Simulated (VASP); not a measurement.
# Nb (Im-3m) in VASP: notebook

Nb is run at these levels: LDA; tasks: single point.

All numbers are computed with VASP 6.6.1; they aren't measurements. Logs are shortened: lines on timing, memory, paths and dates and some standing lists are left out, and cuts for length are marked.

## 1. The cell of the first run

It takes space group Im-3m (No. 229, cubic). The conventional cell has a = 3.150 Å, b = 3.150 Å, c = 3.150 Å, α = 90.00°, β = 90.00°, γ = 90.00°. Nb (site symmetry m-3m) has 14 Nb at 2.73 to 3.15 Å within 3.6 Å.

## 2. Single point, LDA

The input, INCAR:

```
SYSTEM = Nb
PREC     = Accurate       ! precision mode
ENCUT    = 520            ! plane-wave cutoff, eV
EDIFF    = 1E-7           ! SCF threshold, eV
ISMEAR   = 1              ! smearing method
SIGMA    = 0.05           ! smearing width, eV
LREAL    = .False.        ! projectors in reciprocal space
LASPH    = .True.         ! aspherical terms in the spheres
NELM     = 80             ! most SCF steps
ALGO     = Normal         ! electronic algorithm
ISIF     = 2              ! what is computed and relaxed
LWAVE    = .False.        ! write WAVECAR
LCHARG   = .True.         ! write CHGCAR
LELF     = .True.         ! ELF
LVHAR    = .True.       
NBANDS   = 12             ! bands
```

The input, KPOINTS:

```
Automatic mesh
0
Gamma
  18 18 18
  0 0 0
```

The input, POSCAR:

```
Nb
1.0
   -1.5751480622      1.5751480622      1.5751480622
    1.5751480622     -1.5751480622      1.5751480622
    1.5751480622      1.5751480622     -1.5751480622
Nb
1
Direct
    0.0000000000      0.0000000000      0.0000000000
```

Potentials or basis: VASP PAW LDA potentials, release 64 (Nb_sv).

The run is started by

```console
cat potpaw_LDA.64/Nb_sv/POTCAR > POTCAR
mpirun -np 1 vasp_std > vasp.out
```

OUTCAR:

```text
SYSTEM = Nb
   PREC = Accurate
   ENCUT = 520
   EDIFF = 1E-7
   ISMEAR = 1
   LREAL = .False.
   LASPH = .True.
   NELM = 80
   ISIF = 2

 ion  position               nearest neighbor table
   1  0.000  0.000  0.000-

  LATTYP: Found a body centered cubic cell.
 ALAT       =     3.1502961244

  Lattice vectors:

 A1 = (  -1.5751480622,   1.5751480622,   1.5751480622)
 A2 = (   1.5751480622,  -1.5751480622,   1.5751480622)
 A3 = (   1.5751480622,   1.5751480622,  -1.5751480622)

Analysis of symmetry for initial positions (statically):
=====================================================================
 Subroutine PRICEL returns:
 Original cell was already a primitive cell.

 Routine SETGRP: Setting up the symmetry group for a
 body centered cubic supercell.

 Subroutine GETGRP returns: Found 48 space group operations
 (whereof 48 operations were pure point group operations)
 out of a pool of 48 trial point group operations.

The static configuration has the point symmetry O_h .

Analysis of symmetry for dynamics (positions and initial velocities):
=====================================================================
 Subroutine PRICEL returns:
 Original cell was already a primitive cell.

 Routine SETGRP: Setting up the symmetry group for a
 body centered cubic supercell.

 Subroutine GETGRP returns: Found 48 space group operations
 (whereof 48 operations were pure point group operations)
 out of a pool of 48 trial point group operations.

The dynamic configuration has the point symmetry O_h .

 Subroutine INISYM returns: Found 48 space group operations
 (whereof 48 operations are pure point group operations),
 and found     1 'primitive' translations

----------------------------------------------------------------------------------------

                                     Primitive cell

  volume of cell :      15.6323

  direct lattice vectors                    reciprocal lattice vectors
    -1.575148062  1.575148062  1.575148062     0.000000000  0.317430477  0.317430477
     1.575148062 -1.575148062  1.575148062     0.317430477  0.000000000  0.317430477
     1.575148062  1.575148062 -1.575148062     0.317430477  0.317430477  0.000000000

  length of vectors
     2.728236473  2.728236473  2.728236473     0.448914485  0.448914485  0.448914485

  position of ions in fractional coordinates (direct lattice)
     0.000000000  0.000000000  0.000000000

  ion indices of the primitive-cell ions
   primitive index   ion index
                 1           1

----------------------------------------------------------------------------------------

 KPOINTS: Automatic mesh

Automatic generation of k-mesh.
 Grid dimensions read from file:
 generate k-points for:   18   18   18

 Generating k-lattice:

  Cartesian coordinates                     Fractional coordinates (reciprocal lattice)
     0.000000000  0.017635026  0.017635026     0.055555556  0.000000000  0.000000000
     0.017635026  0.000000000  0.017635026     0.000000000  0.055555556  0.000000000
     0.017635026  0.017635026  0.000000000     0.000000000  0.000000000  0.055555556

  Length of vectors
     0.024939694  0.024939694  0.024939694

  Shift w.r.t. Gamma in fractional coordinates (k-lattice)
     0.000000000  0.000000000  0.000000000

 Subroutine IBZKPT returns following result:
 ===========================================

 Found    195 irreducible k-points:

 Following reciprocal coordinates:
            Coordinates               Weight
  0.000000  0.000000  0.000000      1.000000
  0.055556  0.000000  0.000000     12.000000
  0.111111  0.000000  0.000000     12.000000
  0.166667  0.000000  0.000000     12.000000
  0.222222  0.000000  0.000000     12.000000
  0.277778  0.000000  0.000000     12.000000
[... 16 lines left out ...]
  0.333333  0.111111 -0.000000     48.000000
  0.388889  0.111111  0.000000     48.000000
 [... further k-points ...]
   k-points           NKPTS =    195   k-points in BZ     NKDIM =    195   number of bands    NBANDS=     12
   number of dos      NEDOS =    301   number of ions     NIONS =      1
   total plane-waves  NPLWV =   8000
   dimension x,y,z NGX =    20 NGY =   20 NGZ =   20
   dimension x,y,z NGXF=    40 NGYF=   40 NGZF=   40
   ions per type =               1
   NGX,Y,Z   is equivalent  to a cutoff of  12.19, 12.19, 12.19 a.u.
   NGXF,Y,Z  is equivalent  to a cutoff of  24.37, 24.37, 24.37 a.u.
 SYSTEM =  Nb
   PREC   = accura    normal or accurate (medium, high low for compatibility)
   ISTART =      0    job   : 0-new  1-cont  2-samecut
   ICHARG =      2    charge: 1-file 2-atom 10-const
   ISPIN  =      1    spin polarized calculation?
   LNONCOLLINEAR =      F non collinear calculations
   LSORBIT =      F    spin-orbit coupling
   LASPH  =      T    aspherical Exc in radial PAW
   ENCUT  =  520.0 eV  38.22 Ry    6.18 a.u.   5.07  5.07  5.07*2*pi/ulx,y,z
   NELM   =     80;   NELMIN=  2; NELMDL= -5     # of ELM steps
   EDIFF  = 0.1E-06   stopping-criterion for ELM
   LREAL  =      F    real-space projection
   EDIFFG = 0.1E-05   stopping-criterion for IOM
   NSW    =      0    number of steps for IOM
   IBRION =     -1    ionic relax: 0-MD 1-quasi-New 2-CG
   NFREE  =      0    steps in history (QN), initial steepest desc. (CG)
   ISIF   =      2    stress and relaxation
   ISYM   =      2    0-nonsym 1-usesym 2-fastsym
   POTIM  = 0.5000    time-step for ionic-motion
   TEBEG  =    0.0;   TEEND  =   0.0 temperature during run
   PSTRESS=    0.0 pullay stress
   NELECT =      13.0000    total number of electrons
   NUPDOWN=      -1.0000    fix difference up-down
   EMIN   =  10.00;   EMAX   =-10.00  energy-range for DOS
   EFERMI =   0.00;   METHOD = LEGACY
   ISMEAR =     1;   SIGMA  =   0.05  broadening in eV -4-tet -1-fermi 0-gaus
   EFERMI_NEDOS =   21; number of points for ismear=-14 and -15
   IALGO  =     38    algorithm
   IMIX   =      4    mixing-type and parameters
     AMIX     =   0.40;   BMIX     =  1.00
     AMIX_MAG =   1.60;   BMIX_MAG =  1.00
  volume/ion in A,a.u.               =      15.63       105.49
  Fermi-wavevector in a.u.,A,eV,Ry     =   1.539505  2.909243 32.246856  2.370077
  Thomas-Fermi vector in A             =   2.645724
   LORBIT       =      0    0 simple, 1 ext, 2 COOP (PROOUT), +10 PAW based schemes
   GGA     = CA    functional components
   LHFCALC =     F    Hartree Fock is set to
   AEXX    =    0.0000 exact exchange contribution
   IVDW    =     0    specifies the selected vdW correction
   LEPSILON=     F    determine dielectric tensor
   LRPA    =     F    only Hartree local field effects (RPA)
 non-spin polarized calculation
 Methfessel and Paxton  Order N= 1 SIGMA  =   0.05
  energy-cutoff  :      520.00
  volume of cell :       15.63
 maximum number of plane-waves:       434
   NGX = 11   NGY = 11   NGZ = 11

 number of electron      13.0000003 magnetization

 Free energy of the ion-electron system (eV)
  ---------------------------------------------------
  ext. energy  EPLUGINS =         0.00000000
  ---------------------------------------------------
  free energy    TOTEN  =       -11.16800805 eV

  energy without entropy =      -11.16776720  energy(sigma->0) =      -11.16792776

 E-fermi :  13.1141     XC(G=0): -13.4588

 val. band max:       13.1128190473   @ k =   0.2778   0.1667   0.0000
 cond. band min:      13.1198955002   @ k =  -0.3889  -0.4444   0.0556
 fundamental gap:      0.0070764529
 Fermi energy:        13.1140590115

 k-point     1 :       0.0000    0.0000    0.0000
  band No.  band energies     occupation
      1     -40.8555      2.00000
      2     -15.9110      2.00000
      3     -15.9110      2.00000
      4     -15.9110      2.00000
      5       6.9909      2.00000
      6      13.3747     -0.00000
      7      13.3747     -0.00000
      8      13.3747     -0.00000
      9      16.7753      0.00000
     10      16.7753      0.00000
     11      27.6924      0.00000
     12      27.6924      0.00000

 k-point     2 :       0.0556    0.0000    0.0000
  band No.  band energies     occupation
      1     -40.8427      2.00000
      2     -15.9815      2.00000
      3     -15.9316      2.00000
      4     -15.9118      2.00000
      5       7.1438      2.00000
      6      13.2765     -0.00004
      7      13.3529     -0.00000
      8      13.5226     -0.00000
      9      16.6119      0.00000
     10      16.7728      0.00000
     11      27.8291      0.00000
     12      27.9534      0.00000

 k-point     3 :       0.1111    0.0000    0.0000
  band No.  band energies     occupation
      1     -40.8060      2.00000
      2     -16.1818      2.00000
      3     -15.9909      2.00000
      4     -15.9142      2.00000
      5       7.5748      2.00000
      6      13.0068      2.00970
      7      13.2610     -0.00026
      8      13.9599     -0.00000
      9      16.2747      0.00000
     10      16.7746      0.00000
     11      28.1804      0.00000
     12      28.7088      0.00000

 k-point     4 :       0.1667    0.0000    0.0000
  band No.  band energies     occupation
      1     -40.7492      2.00000
      2     -16.4805      2.00000
      3     -16.0804      2.00000
      4     -15.9180      2.00000
      5       8.1939      2.00000
      6      12.6261      2.00000
      7      13.0770      1.94660
      8      14.6698      0.00000
      9      16.0520      0.00000
     10      16.8037      0.00000
     11      28.5379      0.00000
     12      29.8946      0.00000

 k-point     5 :       0.2222    0.0000    0.0000
  band No.  band energies     occupation
      1     -40.6787      2.00000
      2     -16.8349      2.00000
      3     -16.1883      2.00000
      4     -15.9228      2.00000
      5       8.8158      2.00000
      6      12.2025      2.00000
      7      12.9444      2.00002
      8      15.6225      0.00000
      9      16.0855      0.00000
     10      16.8844      0.00000
     11      28.5160      0.00000
     12      30.9129      0.00000
[... 228 lines left out ...]
      1     -40.5792      2.00000
      2     -17.2431      2.00000
      3     -16.3307      2.00000
      4     -16.0114      2.00000
      5       9.5794      2.00000
      6      11.8210      2.00000
      7      12.6229      2.00000
      8      15.8920      0.00000
      9      17.3984      0.00000
     10      17.5565      0.00000
     11      28.3992      0.00000
     12      30.2755      0.00000

 k-point    22 :       0.2778    0.1111    0.0000
  band No.  band energies     occupation
      1     -40.5108      2.00000
      2     -17.5248      2.00000
      3     -16.4577      2.00000
      4     -16.0205      2.00000
      5       9.5817      2.00000
      6      11.5052      2.00000
      7      13.2287     -0.00557
      8      16.2310      0.00000
      9      17.6207      0.00000
     10      18.8396      0.00000
     11      27.4320      0.00000
     12      29.5229      0.00000

 k-point    23 :       0.3333    0.1111   -0.0000
  band No.  band energies     occupation
      1     -40.4545      2.00000
      2     -17.7490      2.00000
      3     -16.5613      2.00000
      4     -16.0271      2.00000
      5       9.3922      2.00000
      6      11.2747      2.00000
      7      14.0423     -0.00000
      8      16.5809      0.00000
      9      17.8193      0.00000
     10      20.1259      0.00000
     11      26.6525      0.00000
     12      28.4011      0.00000

 k-point    24 :       0.3889    0.1111    0.0000
  band No.  band energies     occupation
      1     -40.4174      2.00000
      2     -17.8930      2.00000
      3     -16.6285      2.00000
      4     -16.0313      2.00000
      5       9.2203      2.00000
      6      11.1335      2.00000
      7      14.7354      0.00000
      8      16.7276      0.00000
      9      18.0992      0.00000
     10      21.1395      0.00000
     11      26.1544      0.00000
     12      27.4164      0.00000

 [... further k-points ...]

------------------------ aborting loop because EDIFF is reached ----------------------------------------

  FORCE on cell =-STRESS in cart. coord.  units (eV):
  Direction    XX          YY          ZZ          XY          YZ          ZX
  --------------------------------------------------------------------------------------
  -------------------------------------------------------------------------------------
  Total        1.9390384      1.9390384      1.9390384     -0.0000000      0.0000000     -0.0000000
  in kB      198.7343060    198.7343060    198.7343060     -0.0000000      0.0000000     -0.0000000
  external PRESSURE =     198.7343060 kB  Pullay stress =       0.0000000 kB

 VOLUME and BASIS-vectors are now :
 -----------------------------------------------------------------------------
  energy-cutoff  :      520.00
  volume of cell :       15.63
      direct lattice vectors                 reciprocal lattice vectors
    -1.575148062  1.575148062  1.575148062     0.000000000  0.317430477  0.317430477
     1.575148062 -1.575148062  1.575148062     0.317430477  0.000000000  0.317430477
     1.575148062  1.575148062 -1.575148062     0.317430477  0.317430477  0.000000000

 POSITION                                       TOTAL-FORCE (eV/Angst)
 -----------------------------------------------------------------------------------
      0.00000      0.00000      0.00000         0.000000     -0.000000      0.000000
 -----------------------------------------------------------------------------------
    total drift:                                0.000000      0.000000      0.000000

  FREE ENERGIE OF THE ION-ELECTRON SYSTEM (eV)
  ---------------------------------------------------
  free  energy   TOTEN  =       -11.1680080487 eV

  energy  without entropy=      -11.1677671976  energy(sigma->0) =      -11.16792776
```

Wall time 21 s (1 thread of Intel Xeon 6975P-C, shared host); peak memory 0.14 GiB.

What came out:

* Free energy: -11.1680 eV
* Pressure: 19.9 GPa

[end of part 1 of 2]
